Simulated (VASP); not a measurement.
# Cu2O (Pn-3m) in VASP: single point with PBE

Aim: the single point of Cu2O with PBE.

Program: VASP 6.6.1. These are calculated values, not measurements. Logs are shortened: lines on timing, memory, paths and dates and some standing lists are left out, and cuts for length are marked.

## Step 1: The cell of the first run

It takes space group Pn-3m (No. 224, cubic). The conventional cell has a = 4.299 Å, b = 4.299 Å, c = 4.299 Å, α = 90.00°, β = 90.00°, γ = 90.00°. Within 2.5 Å of Cu (site symmetry -3m) lie 2 O at 1.86 Å. O (site symmetry -43m) has 4 Cu at 1.86 Å within 2.5 Å.

## Step 2: Single point, PBE

INCAR reads:

```
PREC = Accurate
ENCUT = 600
EDIFF = 1E-6
ISMEAR = 0
SIGMA = 0.02
LREAL = False
LASPH = True
NELM = 120
ALGO = Normal
ISIF = 2
LWAVE = False
LCHARG = False
GGA = PE
NBANDS = 37
GGA_COMPAT = False
```

KPOINTS reads:

```
regular mesh
0
Gamma
  8 8 8
```

POSCAR reads:

```
Cu2O
1.0
    4.2989496395      0.0000000000      0.0000000000
    0.0000000000      4.2989496395      0.0000000000
    0.0000000000      0.0000000000      4.2989496395
Cu O
4 2
Direct
    0.2500000000      0.2500000000      0.7500000000
    0.7500000000      0.2500000000      0.2500000000
    0.2500000000      0.7500000000      0.2500000000
    0.7500000000      0.7500000000      0.7500000000
    0.5000000000      0.5000000000      0.5000000000
    0.0000000000      0.0000000000      0.0000000000
```

Potentials or basis: VASP PAW PBE potentials, release 64 (Cu, O).

The run is started by

```bash
> cat potpaw_PBE.64/Cu/POTCAR potpaw_PBE.64/O/POTCAR > POTCAR
> mpirun -np 1 vasp_std > vasp.out
```

OUTCAR:

```text
PREC = Accurate
   ENCUT = 600
   EDIFF = 1E-6
   ISMEAR = 0
   LREAL = False
   LASPH = True
   NELM = 120
   ISIF = 2
   GGA = PE

 ion  position               nearest neighbor table
   1  0.250  0.250  0.750-   5 1.86   6 1.86
   2  0.750  0.250  0.250-   5 1.86   6 1.86
   3  0.250  0.750  0.250-   5 1.86   6 1.86
   4  0.750  0.750  0.750-   5 1.86   6 1.86
   5  0.500  0.500  0.500-   1 1.86   2 1.86   3 1.86   4 1.86
   6  0.000  0.000  0.000-   1 1.86   2 1.86   3 1.86   4 1.86

  LATTYP: Found a simple cubic cell.
 ALAT       =     4.2989496395

  Lattice vectors:

 A1 = (   4.2989496395,   0.0000000000,   0.0000000000)
 A2 = (   0.0000000000,   4.2989496395,   0.0000000000)
 A3 = (   0.0000000000,   0.0000000000,   4.2989496395)

Analysis of symmetry for initial positions (statically):
=====================================================================
 Subroutine PRICEL returns:
 Original cell was already a primitive cell.

 Routine SETGRP: Setting up the symmetry group for a
 simple cubic supercell.

 Subroutine GETGRP returns: Found 48 space group operations
 (whereof 24 operations were pure point group operations)
 out of a pool of 48 trial point group operations.

The static configuration has the point symmetry T_d .
 The point group associated with its full space group is O_h .

Analysis of symmetry for dynamics (positions and initial velocities):
=====================================================================
 Subroutine PRICEL returns:
 Original cell was already a primitive cell.

 Routine SETGRP: Setting up the symmetry group for a
 simple cubic supercell.

 Subroutine GETGRP returns: Found 48 space group operations
 (whereof 24 operations were pure point group operations)
 out of a pool of 48 trial point group operations.

The dynamic configuration has the point symmetry T_d .
 The point group associated with its full space group is O_h .

 Subroutine INISYM returns: Found 48 space group operations
 (whereof 24 operations are pure point group operations),
 and found     1 'primitive' translations

----------------------------------------------------------------------------------------

                                     Primitive cell

  volume of cell :      79.4488

  direct lattice vectors                    reciprocal lattice vectors
     4.298949639  0.000000000  0.000000000     0.232614960  0.000000000  0.000000000
     0.000000000  4.298949639  0.000000000     0.000000000  0.232614960  0.000000000
     0.000000000  0.000000000  4.298949639     0.000000000  0.000000000  0.232614960

  length of vectors
     4.298949639  4.298949639  4.298949639     0.232614960  0.232614960  0.232614960

  position of ions in fractional coordinates (direct lattice)
     0.250000000  0.250000000  0.750000000
     0.750000000  0.250000000  0.250000000
     0.250000000  0.750000000  0.250000000
     0.750000000  0.750000000  0.750000000
     0.500000000  0.500000000  0.500000000
     0.000000000  0.000000000  0.000000000

  ion indices of the primitive-cell ions
   primitive index   ion index
                 1           1
                 2           2
                 3           3
                 4           4
                 5           5
                 6           6

----------------------------------------------------------------------------------------

 KPOINTS: regular mesh

Automatic generation of k-mesh.
 Grid dimensions read from file:
 generate k-points for:    8    8    8

 Generating k-lattice:

  Cartesian coordinates                     Fractional coordinates (reciprocal lattice)
     0.029076870  0.000000000  0.000000000     0.125000000  0.000000000  0.000000000
     0.000000000  0.029076870  0.000000000     0.000000000  0.125000000  0.000000000
     0.000000000  0.000000000  0.029076870     0.000000000  0.000000000  0.125000000

  Length of vectors
     0.029076870  0.029076870  0.029076870

  Shift w.r.t. Gamma in fractional coordinates (k-lattice)
     0.000000000  0.000000000  0.000000000

 Subroutine IBZKPT returns following result:
 ===========================================

 Found     35 irreducible k-points:

 Following reciprocal coordinates:
            Coordinates               Weight
  0.000000  0.000000  0.000000      1.000000
  0.125000  0.000000  0.000000      6.000000
  0.250000  0.000000  0.000000      6.000000
  0.375000  0.000000  0.000000      6.000000
  0.500000  0.000000  0.000000      3.000000
  0.125000  0.125000  0.000000     12.000000
[... 16 lines left out ...]
  0.375000  0.375000  0.125000     24.000000
  0.500000  0.375000  0.125000     24.000000
 [... further k-points ...]
   k-points           NKPTS =     35   k-points in BZ     NKDIM =     35   number of bands    NBANDS=     37
   number of dos      NEDOS =    301   number of ions     NIONS =      6
   total plane-waves  NPLWV =  46656
   dimension x,y,z NGX =    36 NGY =   36 NGZ =   36
   dimension x,y,z NGXF=    72 NGYF=   72 NGZF=   72
   ions per type =               4   2
   NGX,Y,Z   is equivalent  to a cutoff of  13.92, 13.92, 13.92 a.u.
   NGXF,Y,Z  is equivalent  to a cutoff of  27.84, 27.84, 27.84 a.u.
 SYSTEM =  unknown system
   PREC   = accura    normal or accurate (medium, high low for compatibility)
   ISTART =      0    job   : 0-new  1-cont  2-samecut
   ICHARG =      2    charge: 1-file 2-atom 10-const
   ISPIN  =      1    spin polarized calculation?
   LNONCOLLINEAR =      F non collinear calculations
   LSORBIT =      F    spin-orbit coupling
   LASPH  =      T    aspherical Exc in radial PAW
   ENCUT  =  600.0 eV  44.10 Ry    6.64 a.u.   8.59  8.59  8.59*2*pi/ulx,y,z
   NELM   =    120;   NELMIN=  2; NELMDL= -5     # of ELM steps
   EDIFF  = 0.1E-05   stopping-criterion for ELM
   LREAL  =      F    real-space projection
   EDIFFG = 0.1E-04   stopping-criterion for IOM
   NSW    =      0    number of steps for IOM
   IBRION =     -1    ionic relax: 0-MD 1-quasi-New 2-CG
   NFREE  =      0    steps in history (QN), initial steepest desc. (CG)
   ISIF   =      2    stress and relaxation
   ISYM   =      2    0-nonsym 1-usesym 2-fastsym
   POTIM  = 0.5000    time-step for ionic-motion
   TEBEG  =    0.0;   TEEND  =   0.0 temperature during run
   PSTRESS=    0.0 pullay stress
   NELECT =      56.0000    total number of electrons
   NUPDOWN=      -1.0000    fix difference up-down
   EMIN   =  10.00;   EMAX   =-10.00  energy-range for DOS
   EFERMI =   0.00;   METHOD = LEGACY
   ISMEAR =     0;   SIGMA  =   0.02  broadening in eV -4-tet -1-fermi 0-gaus
   EFERMI_NEDOS =   21; number of points for ismear=-14 and -15
   IALGO  =     38    algorithm
   IMIX   =      4    mixing-type and parameters
     AMIX     =   0.40;   BMIX     =  1.00
     AMIX_MAG =   1.60;   BMIX_MAG =  1.00
  volume/ion in A,a.u.               =      13.24        89.36
  Fermi-wavevector in a.u.,A,eV,Ry     =   1.456940  2.753218 28.880755  2.122676
  Thomas-Fermi vector in A             =   2.573800
   LORBIT       =      0    0 simple, 1 ext, 2 COOP (PROOUT), +10 PAW based schemes
   GGA     = PE    functional components
   LHFCALC =     F    Hartree Fock is set to
   AEXX    =    0.0000 exact exchange contribution
   IVDW    =     0    specifies the selected vdW correction
   LEPSILON=     F    determine dielectric tensor
   LRPA    =     F    only Hartree local field effects (RPA)
 non-spin polarized calculation
 Gauss-broadening in eV      SIGMA  =   0.02
  energy-cutoff  :      600.00
  volume of cell :       79.45
 maximum number of plane-waves:      2680
 NGX is ok and might be reduce to    36
   NGX = 17   NGY = 17   NGZ = 17

 number of electron      55.9999966 magnetization

 Free energy of the ion-electron system (eV)
  ---------------------------------------------------
  ext. energy  EPLUGINS =         0.00000000
  ---------------------------------------------------
  free energy    TOTEN  =       -27.29237504 eV

  energy without entropy =      -27.29237504  energy(sigma->0) =      -27.29237504

 E-fermi :   4.6013     XC(G=0): -10.8990

 val. band max:        4.4700589936   @ k =   0.0000   0.0000   0.0000
 cond. band min:       4.9491849615   @ k =   0.0000   0.0000   0.0000
 fundamental gap:      0.4791259679
 Fermi energy:         4.6013448306

 k-point     1 :       0.0000    0.0000    0.0000
  band No.  band energies     occupation
      1     -15.4667      2.00000
      2     -14.7800      2.00000
      3      -2.5448      2.00000
      4      -2.5448      2.00000
      5      -2.5448      2.00000
      6      -0.2228      2.00000
[... 29 lines left out ...]
     36      13.7135      0.00000
     37      13.7135      0.00000

 k-point     2 :       0.1250    0.0000    0.0000
  band No.  band energies     occupation
      1     -15.4402      2.00000
      2     -14.8054      2.00000
      3      -2.5084      2.00000
      4      -2.4885      2.00000
      5      -2.4885      2.00000
      6      -0.6174      2.00000
[... 29 lines left out ...]
     36      13.3498      0.00000
     37      13.3498      0.00000

 k-point     3 :       0.2500    0.0000    0.0000
  band No.  band energies     occupation
      1     -15.3646      2.00000
      2     -14.8783      2.00000
      3      -2.3958      2.00000
      4      -2.3286      2.00000
      5      -2.3286      2.00000
      6      -1.0825      2.00000
[... 29 lines left out ...]
     36      12.7242      0.00000
     37      12.7242      0.00000
[... 761 lines left out ...]
 k-point    23 :       0.3750    0.3750    0.1250
  band No.  band energies     occupation
      1     -15.1876      2.00000
      2     -15.0153      2.00000
      3      -2.6140      2.00000
      4      -2.4648      2.00000
      5      -1.8975      2.00000
      6      -1.2944      2.00000
[... 29 lines left out ...]
     36      14.0529      0.00000
     37      14.8400      0.00000

 k-point    24 :       0.5000    0.3750    0.1250
  band No.  band energies     occupation
      1     -15.1770      2.00000
      2     -15.0204      2.00000
      3      -2.6078      2.00000
      4      -2.5683      2.00000
      5      -1.8560      2.00000
      6      -1.3004      2.00000
[... 29 lines left out ...]
     36      13.6429      0.00000
     37      14.9293      0.00000

 [... further k-points ...]

------------------------ aborting loop because EDIFF is reached ----------------------------------------

  FORCE on cell =-STRESS in cart. coord.  units (eV):
  Direction    XX          YY          ZZ          XY          YZ          ZX
  --------------------------------------------------------------------------------------
  -------------------------------------------------------------------------------------
  Total        0.2886604      0.2886604      0.2886604     -0.0000000      0.0000000      0.0000000
  in kB        5.8211767      5.8211767      5.8211767     -0.0000000      0.0000000      0.0000000
  external PRESSURE =       5.8211767 kB  Pullay stress =       0.0000000 kB

 VOLUME and BASIS-vectors are now :
 -----------------------------------------------------------------------------
  energy-cutoff  :      600.00
  volume of cell :       79.45
      direct lattice vectors                 reciprocal lattice vectors
     4.298949639  0.000000000  0.000000000     0.232614960  0.000000000  0.000000000
     0.000000000  4.298949639  0.000000000     0.000000000  0.232614960  0.000000000
     0.000000000  0.000000000  4.298949639     0.000000000  0.000000000  0.232614960

 POSITION                                       TOTAL-FORCE (eV/Angst)
 -----------------------------------------------------------------------------------
      1.07474      1.07474      3.22421        -0.000000      0.000000     -0.000000
      3.22421      1.07474      1.07474        -0.000000     -0.000000      0.000000
      1.07474      3.22421      1.07474         0.000000      0.000000      0.000000
      3.22421      3.22421      3.22421         0.000000     -0.000000     -0.000000
      2.14947      2.14947      2.14947        -0.000000      0.000000      0.000000
      0.00000      0.00000      0.00000        -0.000000      0.000000      0.000000
 -----------------------------------------------------------------------------------
    total drift:                                0.000000     -0.000000      0.000000

  FREE ENERGIE OF THE ION-ELECTRON SYSTEM (eV)
  ---------------------------------------------------
  free  energy   TOTEN  =       -27.2923750407 eV

  energy  without entropy=      -27.2923750407  energy(sigma->0) =      -27.29237504
```

Wall time 94 s (1 thread of Intel Xeon Platinum 8259CL at 2.50GHz (Skylake/Cascade Lake), shared host); peak memory 0.26 GiB.

What came out:

```
Free energy            : -27.2924 eV
Pressure               : 0.6 GPa
Band gap on the k mesh : 0.48 eV
```

Caveat: semilocal functionals underestimate gaps, and a narrow one can read as zero.
